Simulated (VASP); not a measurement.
Write the native input for VASP 6.6.1 that does the following.

```yaml
Task: single point
Functional: PBE
Potentials_or_basis: VASP PAW PBE potentials, release 64 (Ba_sv, Ti_sv, O_h)
Cutoff: 910 eV
k_mesh: 8 × 8 × 8
Occupations: gaussian, width 0.02 eV
Spin: no spin polarisation
Hubbard_terms: Ti d U = 4.0 eV
Dipole_correction: no
Further_INCAR_settings: ALGO = Normal; EDIFF = 1e-06; NBANDS = 28
```

The structure of BaTiO3 lies in POSCAR:

```
BaTiO3
1.0
    3.6552359526      0.0000000000      0.0000000000
    0.0000000000      3.6552359526      0.0000000000
    0.0000000000      0.0000000000      3.6552396095
Ba Ti O
1 1 3
Direct
    0.5000000000      0.5000000000      0.5719993980
    0.0000000000      0.0000000000      0.0719993980
    0.0000000000      0.5000000000      0.0719993980
    0.5000000000      0.0000000000      0.0719993980
    0.0000000000      0.0000000000      0.5719993980
```

One way to write it, as run:

INCAR

```
PREC = Accurate
ENCUT = 910
EDIFF = 1E-6
ISMEAR = 0
SIGMA = 0.02
LREAL = False
LASPH = True
NELM = 200
ALGO = Normal
ISIF = 2
LWAVE = False
LCHARG = False
LMAXMIX = 4
LDAU = True
LDAUTYPE = 2
LDAUL = -1 2 -1
LDAUU = 0 4 0
LDAUJ = 0 0 0
LDAUPRINT = 1
GGA = PE
NBANDS = 28
GGA_COMPAT = False
```

KPOINTS

```
Automatic mesh
0
Gamma
  8 8 8
```

Potentials or basis: VASP PAW PBE potentials, release 64 (Ba_sv, Ti_sv, O_h).

Launch:

```bash
$ cat potpaw_PBE.64/Ba_sv/POTCAR potpaw_PBE.64/Ti_sv/POTCAR potpaw_PBE.64/O_h/POTCAR > POTCAR
$ mpirun -np 1 vasp_std > vasp.out
```

Results of the run:

```yaml
Pressure: 98.6 GPa
Band_gap_on_the_k_mesh: 2.55 eV
```

Caveat: the cutoff is under 1.25 times the usual one of these potentials, so pressure, stress and relaxed cells hold a basis-set (Pulay) error; the cell stands under pressure; spin-orbit coupling is left out, which moves the levels of the heavy elements.

It took 82 s on 1 thread of AMD EPYC 7R13 Processor (Zen 3), on a shared host, peak memory 0.25 GiB.
